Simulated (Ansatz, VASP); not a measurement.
PbS: VASP beside Ansatz

The input INCAR:

```
SYSTEM = PbS
ALGO = Normal
EDIFF = 1E-7
ENCUT = 520
GGA = PS
ISIF = 2
ISMEAR = 0
LASPH = .True.
LCHARG = .False.
LREAL = .False.
LWAVE = .False.
NBANDS = 17
NELM = 100
PREC = Accurate
SIGMA = 0.05
```

Contents of KPOINTS:

```
k-points
0
Gamma
  10 10 10
  0 0 0
```

The input POSCAR:

```
PbS
1.0
    0.0000000000      2.9675795500      2.9675795500
    2.9675795500      0.0000000000      2.9675795500
    2.9675795500      2.9675795500      0.0000000000
Pb S
1 1
Direct
    0.0000000000      0.0000000000      0.0000000000
    0.5000000000      0.5000000000      0.5000000000
```

Input for Ansatz:

```yaml
crystal:
  lattice:
    - [0.0, 2.96757955, 2.96757955]
    - [2.96757955, 0.0, 2.96757955]
    - [2.96757955, 2.96757955, 0.0]
  atoms:
    - { symbol: Pb, position: [0.0, 0.0, 0.0] }
    - { symbol: S, position: [0.5, 0.5, 0.5] }
basis:
  ecutwfc: 420
kpoints:
  mp_grid: { grid: [10, 10, 10] }
hamiltonian:
  xc: pbesol
scf:
  occupations: { method: gaussian, width: 0.05 }
output:
  forces: true
  stress: true
  eigenvalues: true
  populations: true
```

Alike in both runs: task single point; functional PBEsol; k mesh 10 × 10 × 10; occupations gaussian, width 0.05 eV; no spin polarisation.

```csv
,VASP,Ansatz
version,VASP 6.6.1,Ansatz 0.2.0
potentials or method,"VASP PAW PBE potentials, release 64 (Pb_d, S), cutoff 520 eV","scalar-relativistic, plane waves, PAW"
valence electrons in the cell,20,20
```

```tsv
	VASP	Ansatz	Ansatz less VASP
gap on the k mesh at the Fermi level (eV)	0.26	0.26	-0.006
least direct gap on the mesh (eV)	0.26	0.26	-0.006
pressure (GPa)	-1.0	-0.9	+0.04
```

VASP's potentials were made for PBE, not for PBEsol. The functional is the same, so the differences come from potentials, cutoffs and numerics.

Spin-orbit coupling is off throughout.
